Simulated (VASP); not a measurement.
A run of VASP 6.6.1 is set up as follows.

Contents of INCAR:

```
SYSTEM = Sc2AlN3
ALGO = Normal ; EDIFF = 1E-7
ENCUT = 520 ; GGA = PE
ISIF = 2 ; ISMEAR = 0
ISPIN = 2 ; LASPH = .TRUE.
LCHARG = .TRUE. ; LELF = .TRUE.
LMAXMIX = 4 ; LORBIT = 11
LREAL = .FALSE. ; LVHAR = .TRUE.
LWAVE = .FALSE. ; MAGMOM = 0 0 0 1 1 1
NBANDS = 33 ; NELM = 150
PREC = Accurate ; SIGMA = 0.1
```

KPOINTS

```
k-points
0
G
  4 4 4
  0 0 0
```

File POSCAR:

```
Sc2AlN3
1.0
    3.8057060489      0.0000000000      0.0000000000
    0.0000000000      3.8057060489      0.0000000000
    0.0000000000      0.0000000000      5.9258160155
Sc Al N
2 1 3
Direct
    0.0000000000      0.5000000000      0.0000000000
    0.5000000000      0.0000000000      0.0000000000
    0.5000000000      0.5000000000      0.5000000000
    0.5000000000      0.5000000000      0.1981089512
    0.5000000000      0.5000000000      0.8018910488
    0.0000000000      0.0000000000      0.5000000000
```

Potentials or basis: VASP PAW PBE potentials, release 64 (Sc_sv, Al, N).

Command:

```console
$ cat potpaw_PBE.64/Sc_sv/POTCAR potpaw_PBE.64/Al/POTCAR potpaw_PBE.64/N/POTCAR > POTCAR
$ mpirun -np 1 vasp_std > vasp.out
```

Task: What does it give for the pressure?

Result: 0.1 GPa.

Task: Estimate the largest force.

Result: 0.072 eV/Å.

Forces in eV/Å, atoms in the order of the input:
```
Sc   0.000  0.000  0.000
Sc   0.000  0.000  0.000
Al   0.000  0.000  0.000
N    0.000  0.000  0.072
N    0.000  0.000 -0.072
N    0.000  0.000  0.000
```

Caveat: the k points lie up to 0.41 Å⁻¹ apart.
